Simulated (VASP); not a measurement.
# Ru (Im-3m) in VASP: single point with LDA

Aim: the single point of Ru with LDA.

Everything below comes from runs of VASP 6.6.1. Logs are shortened: lines on timing, memory, paths and dates and some standing lists are left out, and cuts for length are marked.

## Step 1: The cell of the first run

It takes space group Im-3m (No. 229, cubic). The conventional cell has a = 3.002 Å, b = 3.002 Å, c = 3.002 Å, α = 90.00°, β = 90.00°, γ = 90.00°. Ru (site symmetry m-3m) has 14 Ru at 2.60 to 3.00 Å within 3.4 Å.

## Step 2: Single point, LDA

INCAR

```
SYSTEM = Ru
PREC     = Accurate       ! precision mode
ENCUT    = 520            ! plane-wave cutoff, eV
EDIFF    = 1E-6           ! SCF threshold, eV
ISMEAR   = -1             ! smearing method
SIGMA    = 0.13605693000000002 ! smearing width, eV
LREAL    = .FALSE.        ! projectors in reciprocal space
LASPH    = .TRUE.         ! aspherical terms in the spheres
NELM     = 100            ! most SCF steps
ALGO     = Normal         ! electronic algorithm
ISIF     = 2              ! what is computed and relaxed
LWAVE    = .FALSE.        ! write WAVECAR
LCHARG   = .FALSE.        ! write CHGCAR
GGA      = CA             ! functional
NBANDS   = 13             ! bands
```

KPOINTS

```
regular mesh
0
G
  15 15 15
  0 0 0
```

POSCAR

```
Ru
1.0
   -1.5008143726      1.5008143726      1.5008143726
    1.5008143726     -1.5008143726      1.5008143726
    1.5008143726      1.5008143726     -1.5008143726
Ru
1
Direct
    0.0000000000      0.0000000000      0.0000000000
```

Potentials or basis: VASP PAW LDA potentials, release 64 (Ru_pv).

Launch:

```
> cat potpaw_LDA.64/Ru_pv/POTCAR > POTCAR
> mpirun -np 1 vasp_std > vasp.out
```

OUTCAR:

```text
SYSTEM = Ru
   PREC = Accurate
   ENCUT = 520
   EDIFF = 1E-6
   ISMEAR = -1
   LREAL = .FALSE.
   LASPH = .TRUE.
   NELM = 100
   ISIF = 2
   GGA = CA

 ion  position               nearest neighbor table
   1  0.000  0.000  0.000-

  LATTYP: Found a body centered cubic cell.
 ALAT       =     3.0016287452

  Lattice vectors:

 A1 = (  -1.5008143726,   1.5008143726,   1.5008143726)
 A2 = (   1.5008143726,  -1.5008143726,   1.5008143726)
 A3 = (   1.5008143726,   1.5008143726,  -1.5008143726)

Analysis of symmetry for initial positions (statically):
=====================================================================
 Subroutine PRICEL returns:
 Original cell was already a primitive cell.

 Routine SETGRP: Setting up the symmetry group for a
 body centered cubic supercell.

 Subroutine GETGRP returns: Found 48 space group operations
 (whereof 48 operations were pure point group operations)
 out of a pool of 48 trial point group operations.

The static configuration has the point symmetry O_h .

Analysis of symmetry for dynamics (positions and initial velocities):
=====================================================================
 Subroutine PRICEL returns:
 Original cell was already a primitive cell.

 Routine SETGRP: Setting up the symmetry group for a
 body centered cubic supercell.

 Subroutine GETGRP returns: Found 48 space group operations
 (whereof 48 operations were pure point group operations)
 out of a pool of 48 trial point group operations.

The dynamic configuration has the point symmetry O_h .

 Subroutine INISYM returns: Found 48 space group operations
 (whereof 48 operations are pure point group operations),
 and found     1 'primitive' translations

----------------------------------------------------------------------------------------

                                     Primitive cell

  volume of cell :      13.5220

  direct lattice vectors                    reciprocal lattice vectors
    -1.500814373  1.500814373  1.500814373     0.000000000  0.333152460  0.333152460
     1.500814373 -1.500814373  1.500814373     0.333152460  0.000000000  0.333152460
     1.500814373  1.500814373 -1.500814373     0.333152460  0.333152460  0.000000000

  length of vectors
     2.599486746  2.599486746  2.599486746     0.471148727  0.471148727  0.471148727

  position of ions in fractional coordinates (direct lattice)
     0.000000000  0.000000000  0.000000000

  ion indices of the primitive-cell ions
   primitive index   ion index
                 1           1

----------------------------------------------------------------------------------------

 KPOINTS: regular mesh

Automatic generation of k-mesh.
 Grid dimensions read from file:
 generate k-points for:   15   15   15

 Generating k-lattice:

  Cartesian coordinates                     Fractional coordinates (reciprocal lattice)
     0.000000000  0.022210164  0.022210164     0.066666667  0.000000000  0.000000000
     0.022210164  0.000000000  0.022210164     0.000000000  0.066666667  0.000000000
     0.022210164  0.022210164  0.000000000     0.000000000  0.000000000  0.066666667

  Length of vectors
     0.031409915  0.031409915  0.031409915

  Shift w.r.t. Gamma in fractional coordinates (k-lattice)
     0.000000000  0.000000000  0.000000000

 Subroutine IBZKPT returns following result:
 ===========================================

 Found    120 irreducible k-points:

 Following reciprocal coordinates:
            Coordinates               Weight
  0.000000  0.000000  0.000000      1.000000
  0.066667  0.000000  0.000000     12.000000
  0.133333  0.000000  0.000000     12.000000
  0.200000  0.000000  0.000000     12.000000
  0.266667  0.000000  0.000000     12.000000
  0.333333  0.000000  0.000000     12.000000
[... 16 lines left out ...]
  0.333333  0.200000  0.000000     48.000000
  0.400000  0.200000  0.000000     24.000000
 [... further k-points ...]
   k-points           NKPTS =    120   k-points in BZ     NKDIM =    120   number of bands    NBANDS=     13
   number of dos      NEDOS =    301   number of ions     NIONS =      1
   total plane-waves  NPLWV =   8000
   dimension x,y,z NGX =    20 NGY =   20 NGZ =   20
   dimension x,y,z NGXF=    40 NGYF=   40 NGZF=   40
   ions per type =               1
   NGX,Y,Z   is equivalent  to a cutoff of  12.79, 12.79, 12.79 a.u.
   NGXF,Y,Z  is equivalent  to a cutoff of  25.58, 25.58, 25.58 a.u.
 SYSTEM =  Ru
   PREC   = accura    normal or accurate (medium, high low for compatibility)
   ISTART =      0    job   : 0-new  1-cont  2-samecut
   ICHARG =      2    charge: 1-file 2-atom 10-const
   ISPIN  =      1    spin polarized calculation?
   LNONCOLLINEAR =      F non collinear calculations
   LSORBIT =      F    spin-orbit coupling
   LASPH  =      T    aspherical Exc in radial PAW
   ENCUT  =  520.0 eV  38.22 Ry    6.18 a.u.   4.83  4.83  4.83*2*pi/ulx,y,z
   NELM   =    100;   NELMIN=  2; NELMDL= -5     # of ELM steps
   EDIFF  = 0.1E-05   stopping-criterion for ELM
   LREAL  =      F    real-space projection
   EDIFFG = 0.1E-04   stopping-criterion for IOM
   NSW    =      0    number of steps for IOM
   IBRION =     -1    ionic relax: 0-MD 1-quasi-New 2-CG
   NFREE  =      0    steps in history (QN), initial steepest desc. (CG)
   ISIF   =      2    stress and relaxation
   ISYM   =      2    0-nonsym 1-usesym 2-fastsym
   POTIM  = 0.5000    time-step for ionic-motion
   TEBEG  =    0.0;   TEEND  =   0.0 temperature during run
   PSTRESS=    0.0 pullay stress
   NELECT =      14.0000    total number of electrons
   NUPDOWN=      -1.0000    fix difference up-down
   EMIN   =  10.00;   EMAX   =-10.00  energy-range for DOS
   EFERMI =   0.00;   METHOD = LEGACY
   ISMEAR =    -1;   SIGMA  =   0.14  broadening in eV -4-tet -1-fermi 0-gaus
   EFERMI_NEDOS =   21; number of points for ismear=-14 and -15
   IALGO  =     38    algorithm
   IMIX   =      4    mixing-type and parameters
     AMIX     =   0.40;   BMIX     =  1.00
     AMIX_MAG =   1.60;   BMIX_MAG =  1.00
  volume/ion in A,a.u.               =      13.52        91.25
  Fermi-wavevector in a.u.,A,eV,Ry     =   1.656166  3.129700 37.319227  2.742886
  Thomas-Fermi vector in A             =   2.744137
   LORBIT       =      0    0 simple, 1 ext, 2 COOP (PROOUT), +10 PAW based schemes
   GGA     = CA    functional components
   LHFCALC =     F    Hartree Fock is set to
   AEXX    =    0.0000 exact exchange contribution
   IVDW    =     0    specifies the selected vdW correction
   LEPSILON=     F    determine dielectric tensor
   LRPA    =     F    only Hartree local field effects (RPA)
 non-spin polarized calculation
  energy-cutoff  :      520.00
  volume of cell :       13.52
 maximum number of plane-waves:       374
   NGX =  9   NGY =  9   NGZ =  9

 number of electron      13.9999994 magnetization

 Free energy of the ion-electron system (eV)
  ---------------------------------------------------
  ext. energy  EPLUGINS =         0.00000000
  ---------------------------------------------------
  free energy    TOTEN  =       -10.07557956 eV

  energy without entropy =       -9.96608615  energy(sigma->0) =      -10.02083285

 E-fermi :  12.9299     XC(G=0): -14.3977

 val. band max:       12.9153747604   @ k =   0.3333   0.1333   0.0667
 cond. band min:      12.9346678764   @ k =   0.2000   0.1333   0.1333
 fundamental gap:      0.0192931160
 Fermi energy:        12.9298984545

 k-point     1 :       0.0000    0.0000    0.0000
  band No.  band energies     occupation
      1     -29.4313      2.00000
      2     -29.4313      2.00000
      3     -29.4313      2.00000
      4       4.7109      2.00000
      5       9.9799      2.00000
      6       9.9799      2.00000
      7       9.9799      2.00000
      8      12.8283      1.35693
      9      12.8283      1.35693
     10      22.9895      0.00000
     11      30.0591      0.00000
     12      30.0591      0.00000
     13      30.0591      0.00000

 k-point     2 :       0.0667    0.0000    0.0000
  band No.  band energies     occupation
      1     -29.4823      2.00000
      2     -29.4475      2.00000
      3     -29.4315      2.00000
      4       4.9132      2.00000
      5       9.8846      2.00000
      6       9.9733      2.00000
      7      10.1564      2.00000
      8      12.7016      1.68520
      9      12.8338      1.33915
     10      22.9895      0.00000
     11      30.1750      0.00000
     12      30.3075      0.00000
     13      30.3783      0.00000

 k-point     3 :       0.1333    0.0000    0.0000
  band No.  band energies     occupation
      1     -29.6249      2.00000
      2     -29.4930      2.00000
      3     -29.4321      2.00000
      4       5.4762      2.00000
      5       9.6250      2.00000
      6       9.9372      2.00000
      7      10.6739      2.00000
      8      12.4455      1.94473
      9      12.8564      1.26359
     10      22.9895      0.00000
     11      30.3610      0.00000
     12      30.7620      0.00000
     13      31.3006      0.00000
[... 305 lines left out ...]
 k-point    23 :       0.3333    0.2000    0.0000
  band No.  band energies     occupation
      1     -30.3940      2.00000
      2     -29.9207      2.00000
      3     -29.5421      2.00000
      4       7.4716      2.00000
      5       8.5357      2.00000
      6      10.5694      2.00000
      7      12.6623      1.75452
      8      13.6809      0.00798
      9      18.3642      0.00000
     10      22.9856      0.00000
     11      23.9939      0.00000
     12      26.5214      0.00000
     13      30.6053      0.00000

 k-point    24 :       0.4000    0.2000    0.0000
  band No.  band energies     occupation
      1     -30.4120      2.00000
      2     -29.9515      2.00000
      3     -29.5443      2.00000
      4       7.4046      2.00000
      5       8.5056      2.00000
      6      10.7479      2.00000
      7      12.7429      1.59623
      8      13.7985      0.00337
      9      19.2187      0.00000
     10      22.9394      0.00000
     11      23.0767      0.00000
     12      26.1610      0.00000
     13      30.3893      0.00000

 [... further k-points ...]

------------------------ aborting loop because EDIFF is reached ----------------------------------------

  FORCE on cell =-STRESS in cart. coord.  units (eV):
  Direction    XX          YY          ZZ          XY          YZ          ZX
  --------------------------------------------------------------------------------------
  -------------------------------------------------------------------------------------
  Total        0.0903773      0.0903773      0.0903773      0.0000000     -0.0000000      0.0000000
  in kB       10.7085033     10.7085033     10.7085033      0.0000000     -0.0000000      0.0000000
  external PRESSURE =      10.7085033 kB  Pullay stress =       0.0000000 kB

 VOLUME and BASIS-vectors are now :
 -----------------------------------------------------------------------------
  energy-cutoff  :      520.00
  volume of cell :       13.52
      direct lattice vectors                 reciprocal lattice vectors
    -1.500814373  1.500814373  1.500814373     0.000000000  0.333152460  0.333152460
     1.500814373 -1.500814373  1.500814373     0.333152460  0.000000000  0.333152460
     1.500814373  1.500814373 -1.500814373     0.333152460  0.333152460  0.000000000

 POSITION                                       TOTAL-FORCE (eV/Angst)
 -----------------------------------------------------------------------------------
      0.00000      0.00000      0.00000        -0.000000     -0.000000      0.000000
 -----------------------------------------------------------------------------------
    total drift:                                0.000000     -0.000000      0.000000

  FREE ENERGIE OF THE ION-ELECTRON SYSTEM (eV)
  ---------------------------------------------------
  free  energy   TOTEN  =       -10.0755795576 eV

  energy  without entropy=       -9.9660861481  energy(sigma->0) =      -10.02083285
```

Run time: 18 s. Hardware: 1 thread of Intel Xeon 8259CL, shared host; peak memory 0.13 GiB.

What came out:

```yaml
Free_energy: -10.0756 eV
Pressure: 1.1 GPa
Band_gap_on_the_k_mesh: zero (band 7 reaches 14.69 eV, above the bottom of band 8 at 11.31 eV)
```
